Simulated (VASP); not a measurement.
# V (Im-3m) in VASP: single point with PBEsol

Aim: the single point of V with PBEsol.

All numbers are computed with VASP 6.6.1; they aren't measurements. Logs are shortened: lines on timing, memory, paths and dates and some standing lists are left out, and cuts for length are marked.

**1. The cell of the first run**

It takes space group Im-3m (No. 229, cubic). Conventional cell: a = 3.125 Å, b = 3.125 Å, c = 3.125 Å, α = 90.00°, β = 90.00°, γ = 90.00°. Within 3.6 Å of V (site symmetry m-3m) lie 14 V at 2.71 to 3.12 Å.

**2. Single point, PBEsol (Ti replaced by V, lengths x 0.974, strained)**

Contents of INCAR:

```
ALGO = Normal
EDIFF = 1E-6
ENCUT = 520
GGA = PS
ISIF = 2
ISMEAR = 0
LASPH = T
LCHARG = F
LREAL = F
LWAVE = F
NBANDS = 12
NELM = 100
PREC = Accurate
SIGMA = 0.1
```

Contents of KPOINTS:

```
k-points
0
Gamma
  18 18 18
```

Contents of POSCAR:

```
V
1.0
   -1.5624019050      1.5624019050      1.5624019050
    1.5624019050     -1.5624019050      1.5624019050
    1.5624019050      1.5624019050     -1.5624019050
V
1
Direct
    0.0000000000      0.0000000000      0.0000000000
```

Potentials or basis: VASP PAW PBE potentials, release 64 (V_sv).

Launch:

```sh
$ cat potpaw_PBE.64/V_sv/POTCAR > POTCAR
$ mpirun -np 1 vasp_std > vasp.out
```

OUTCAR:

```text
EDIFF = 1E-6
   ENCUT = 520
   GGA = PS
   ISIF = 2
   ISMEAR = 0
   LASPH = T
   LREAL = F
   NELM = 100
   PREC = Accurate

 ion  position               nearest neighbor table
   1  0.000  0.000  0.000-

  LATTYP: Found a body centered cubic cell.
 ALAT       =     3.1248038100

  Lattice vectors:

 A1 = (  -1.5624019050,   1.5624019050,   1.5624019050)
 A2 = (   1.5624019050,  -1.5624019050,   1.5624019050)
 A3 = (   1.5624019050,   1.5624019050,  -1.5624019050)

Analysis of symmetry for initial positions (statically):
=====================================================================
 Subroutine PRICEL returns:
 Original cell was already a primitive cell.

 Routine SETGRP: Setting up the symmetry group for a
 body centered cubic supercell.

 Subroutine GETGRP returns: Found 48 space group operations
 (whereof 48 operations were pure point group operations)
 out of a pool of 48 trial point group operations.

The static configuration has the point symmetry O_h .

Analysis of symmetry for dynamics (positions and initial velocities):
=====================================================================
 Subroutine PRICEL returns:
 Original cell was already a primitive cell.

 Routine SETGRP: Setting up the symmetry group for a
 body centered cubic supercell.

 Subroutine GETGRP returns: Found 48 space group operations
 (whereof 48 operations were pure point group operations)
 out of a pool of 48 trial point group operations.

The dynamic configuration has the point symmetry O_h .

 Subroutine INISYM returns: Found 48 space group operations
 (whereof 48 operations are pure point group operations),
 and found     1 'primitive' translations

----------------------------------------------------------------------------------------

                                     Primitive cell

  volume of cell :      15.2559

  direct lattice vectors                    reciprocal lattice vectors
    -1.562401905  1.562401905  1.562401905     0.000000000  0.320020091  0.320020091
     1.562401905 -1.562401905  1.562401905     0.320020091  0.000000000  0.320020091
     1.562401905  1.562401905 -1.562401905     0.320020091  0.320020091  0.000000000

  length of vectors
     2.706159481  2.706159481  2.706159481     0.452576753  0.452576753  0.452576753

  position of ions in fractional coordinates (direct lattice)
     0.000000000  0.000000000  0.000000000

  ion indices of the primitive-cell ions
   primitive index   ion index
                 1           1

----------------------------------------------------------------------------------------

 KPOINTS: k-points

Automatic generation of k-mesh.
 Grid dimensions read from file:
 generate k-points for:   18   18   18

 Generating k-lattice:

  Cartesian coordinates                     Fractional coordinates (reciprocal lattice)
     0.000000000  0.017778894  0.017778894     0.055555556  0.000000000  0.000000000
     0.017778894  0.000000000  0.017778894     0.000000000  0.055555556  0.000000000
     0.017778894  0.017778894  0.000000000     0.000000000  0.000000000  0.055555556

  Length of vectors
     0.025143153  0.025143153  0.025143153

  Shift w.r.t. Gamma in fractional coordinates (k-lattice)
     0.000000000  0.000000000  0.000000000

 Subroutine IBZKPT returns following result:
 ===========================================

 Found    195 irreducible k-points:

 Following reciprocal coordinates:
            Coordinates               Weight
  0.000000  0.000000  0.000000      1.000000
  0.055556  0.000000  0.000000     12.000000
  0.111111  0.000000  0.000000     12.000000
  0.166667  0.000000  0.000000     12.000000
  0.222222  0.000000  0.000000     12.000000
  0.277778  0.000000  0.000000     12.000000
[... 16 lines left out ...]
  0.333333  0.111111  0.000000     48.000000
  0.388889  0.111111  0.000000     48.000000
 [... further k-points ...]
   k-points           NKPTS =    195   k-points in BZ     NKDIM =    195   number of bands    NBANDS=     12
   number of dos      NEDOS =    301   number of ions     NIONS =      1
   total plane-waves  NPLWV =   8000
   dimension x,y,z NGX =    20 NGY =   20 NGZ =   20
   dimension x,y,z NGXF=    40 NGYF=   40 NGZF=   40
   ions per type =               1
   NGX,Y,Z   is equivalent  to a cutoff of  12.29, 12.29, 12.29 a.u.
   NGXF,Y,Z  is equivalent  to a cutoff of  24.57, 24.57, 24.57 a.u.
 SYSTEM =  unknown system
   PREC   = accura    normal or accurate (medium, high low for compatibility)
   ISTART =      0    job   : 0-new  1-cont  2-samecut
   ICHARG =      2    charge: 1-file 2-atom 10-const
   ISPIN  =      1    spin polarized calculation?
   LNONCOLLINEAR =      F non collinear calculations
   LSORBIT =      F    spin-orbit coupling
   LASPH  =      T    aspherical Exc in radial PAW
   ENCUT  =  520.0 eV  38.22 Ry    6.18 a.u.   5.03  5.03  5.03*2*pi/ulx,y,z
   NELM   =    100;   NELMIN=  2; NELMDL= -5     # of ELM steps
   EDIFF  = 0.1E-05   stopping-criterion for ELM
   LREAL  =      F    real-space projection
   EDIFFG = 0.1E-04   stopping-criterion for IOM
   NSW    =      0    number of steps for IOM
   IBRION =     -1    ionic relax: 0-MD 1-quasi-New 2-CG
   NFREE  =      0    steps in history (QN), initial steepest desc. (CG)
   ISIF   =      2    stress and relaxation
   ISYM   =      2    0-nonsym 1-usesym 2-fastsym
   POTIM  = 0.5000    time-step for ionic-motion
   TEBEG  =    0.0;   TEEND  =   0.0 temperature during run
   PSTRESS=    0.0 pullay stress
   NELECT =      13.0000    total number of electrons
   NUPDOWN=      -1.0000    fix difference up-down
   EMIN   =  10.00;   EMAX   =-10.00  energy-range for DOS
   EFERMI =   0.00;   METHOD = LEGACY
   ISMEAR =     0;   SIGMA  =   0.10  broadening in eV -4-tet -1-fermi 0-gaus
   EFERMI_NEDOS =   21; number of points for ismear=-14 and -15
   IALGO  =     38    algorithm
   IMIX   =      4    mixing-type and parameters
     AMIX     =   0.40;   BMIX     =  1.00
     AMIX_MAG =   1.60;   BMIX_MAG =  1.00
  volume/ion in A,a.u.               =      15.26       102.95
  Fermi-wavevector in a.u.,A,eV,Ry     =   1.552065  2.932977 32.775146  2.408905
  Thomas-Fermi vector in A             =   2.656494
   LORBIT       =      0    0 simple, 1 ext, 2 COOP (PROOUT), +10 PAW based schemes
   GGA     = PS    functional components
   LHFCALC =     F    Hartree Fock is set to
   AEXX    =    0.0000 exact exchange contribution
   IVDW    =     0    specifies the selected vdW correction
   LEPSILON=     F    determine dielectric tensor
   LRPA    =     F    only Hartree local field effects (RPA)
 non-spin polarized calculation
 Gauss-broadening in eV      SIGMA  =   0.10
  energy-cutoff  :      520.00
  volume of cell :       15.26
 maximum number of plane-waves:       426
   NGX =  9   NGY =  9   NGZ =  9

 number of electron      13.0000004 magnetization

 Free energy of the ion-electron system (eV)
  ---------------------------------------------------
  ext. energy  EPLUGINS =         0.00000000
  ---------------------------------------------------
  free energy    TOTEN  =        -9.44768710 eV

  energy without entropy =       -9.43682099  energy(sigma->0) =       -9.44225404

 E-fermi :   8.0984     XC(G=0): -12.3884

 val. band max:        8.0913487350   @ k =  -0.3333   0.5000   0.1667
 cond. band min:       8.1057144071   @ k =  -0.2778   0.3889   0.1111
 fundamental gap:      0.0143656721
 Fermi energy:         8.0983940096

 k-point     1 :       0.0000    0.0000    0.0000
  band No.  band energies     occupation
      1     -55.5401      2.00000
      2     -29.1079      2.00000
      3     -29.1079      2.00000
      4     -29.1079      2.00000
      5       1.8029      2.00000
      6       8.4755      0.00000
      7       8.4755      0.00000
      8       8.4755      0.00000
      9      10.1828      0.00000
     10      10.1828      0.00000
     11      27.6160      0.00000
     12      27.6160      0.00000

 k-point     2 :       0.0556    0.0000    0.0000
  band No.  band energies     occupation
      1     -55.5365      2.00000
      2     -29.1270      2.00000
      3     -29.1140      2.00000
      4     -29.1080      2.00000
      5       1.9149      2.00000
      6       8.4312      0.00000
      7       8.4667      0.00000
      8       8.5509      0.00000
      9      10.1326      0.00000
     10      10.1857      0.00000
     11      27.3307      0.00000
     12      27.5802      0.00000

 k-point     3 :       0.1111    0.0000    0.0000
  band No.  band energies     occupation
      1     -55.5260      2.00000
      2     -29.1816      2.00000
      3     -29.1312      2.00000
      4     -29.1082      2.00000
      5       2.2432      2.00000
      6       8.3058      0.00336
      7       8.4260      0.00000
      8       8.7726      0.00000
      9      10.0152      0.00000
     10      10.1960      0.00000
     11      26.5079      0.00000
     12      27.3749      0.00000
[... 286 lines left out ...]
 k-point    23 :       0.3333    0.1111    0.0000
  band No.  band energies     occupation
      1     -55.4284      2.00000
      2     -29.6353      2.00000
      3     -29.2982      2.00000
      4     -29.1361      2.00000
      5       5.4082      2.00000
      6       7.3244      2.00000
      7       8.1187      0.77348
      8      10.0405      0.00000
      9      10.5351      0.00000
     10      11.6277      0.00000
     11      18.5312      0.00000
     12      22.7329      0.00000

 k-point    24 :       0.3889    0.1111    0.0000
  band No.  band energies     occupation
      1     -55.4184      2.00000
      2     -29.6785      2.00000
      3     -29.3189      2.00000
      4     -29.1367      2.00000
      5       5.5413      2.00000
      6       7.2373      2.00000
      7       8.4896      0.00000
      8      10.1053      0.00000
      9      10.6338      0.00000
     10      12.1103      0.00000
     11      17.2869      0.00000
     12      22.3684      0.00000

 [... further k-points ...]
[... 5 lines left out ...]
  --------------------------------------------------------------------------------------
  -------------------------------------------------------------------------------------
  Total       -2.2312263     -2.2312263     -2.2312263      0.0000000      0.0000000     -0.0000000
  in kB     -234.3235479   -234.3235479   -234.3235479      0.0000000      0.0000000     -0.0000000
  external PRESSURE =    -234.3235479 kB  Pullay stress =       0.0000000 kB

 VOLUME and BASIS-vectors are now :
 -----------------------------------------------------------------------------
  energy-cutoff  :      520.00
  volume of cell :       15.26
      direct lattice vectors                 reciprocal lattice vectors
    -1.562401905  1.562401905  1.562401905     0.000000000  0.320020091  0.320020091
     1.562401905 -1.562401905  1.562401905     0.320020091  0.000000000  0.320020091
     1.562401905  1.562401905 -1.562401905     0.320020091  0.320020091  0.000000000

 POSITION                                       TOTAL-FORCE (eV/Angst)
 -----------------------------------------------------------------------------------
      0.00000      0.00000      0.00000         0.000000     -0.000000      0.000000
 -----------------------------------------------------------------------------------
    total drift:                                0.000000     -0.000000      0.000000

  FREE ENERGIE OF THE ION-ELECTRON SYSTEM (eV)
  ---------------------------------------------------
  free  energy   TOTEN  =        -9.4476871004 eV

  energy  without entropy=       -9.4368209872  energy(sigma->0) =       -9.44225404
```

Run time: 20 s. Hardware: 1 thread of Intel Xeon Platinum 8375C at 2.90GHz (Ice Lake), shared host; peak memory 0.15 GiB.

Results:

- Free energy: -9.4477 eV
- Pressure: -23.4 GPa

Levels at points of the mesh, in eV from the Fermi level:
```tsv
k point	band 3	band 4	band 5	band 6	band 7	band 8	band 9	band 10
(0.00, 0.00, 0.00)	-37.21	-37.21	-6.30	0.38	0.38	0.38	2.08	2.08
(0.50, 0.00, 0.00)	-37.40	-37.21	-2.79	-0.92	1.27	2.06	2.37	3.51
(0.50, 0.50, 0.50)	-37.63	-37.63	-2.49	-2.49	3.18	3.18	3.18	9.08
```

Caveat: the cell differs from its parent crystal (Ti replaced by V, lengths x 0.974, strained); the PAW data sets were made with another functional, which shifts forces and pressure a little.
